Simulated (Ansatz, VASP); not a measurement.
## Be in VASP and in Ansatz

```
CELL_PARAMETERS angstrom
2.22400 0.00000 0.00000
-1.11200 1.92604 0.00000
0.00000 0.00000 7.08285
ATOMIC_POSITIONS crystal
Be 0.00000 0.00000 0.00000
Be 0.00000 0.00000 0.50000
Be 0.33333 0.66667 0.25000
Be 0.66667 0.33333 0.75000
```

Alike in both runs: task single point; functional r2SCAN; k mesh 18 × 18 × 5; occupations fermi-dirac, width 0.1 eV; no spin polarisation.

```csv
,VASP,Ansatz
version,VASP 6.6.1,Ansatz 0.2.0
potentials or method,"VASP PAW PBE potentials, release 64 (Be), cutoff 520 eV","plane waves (500 eV) with PAW, scalar-relativistic"
valence electrons in the cell,8,8
```

|  | VASP | Ansatz | Ansatz less VASP |
| --- | --- | --- | --- |
| pressure (GPa) | 5.6 | 5.4 | -0.22 |
| traceless stress, the component that is largest in VASP (GPa) | 1.22 | 1.16 | -0.053 |

VASP's potentials were made for PBE, not for r2SCAN.
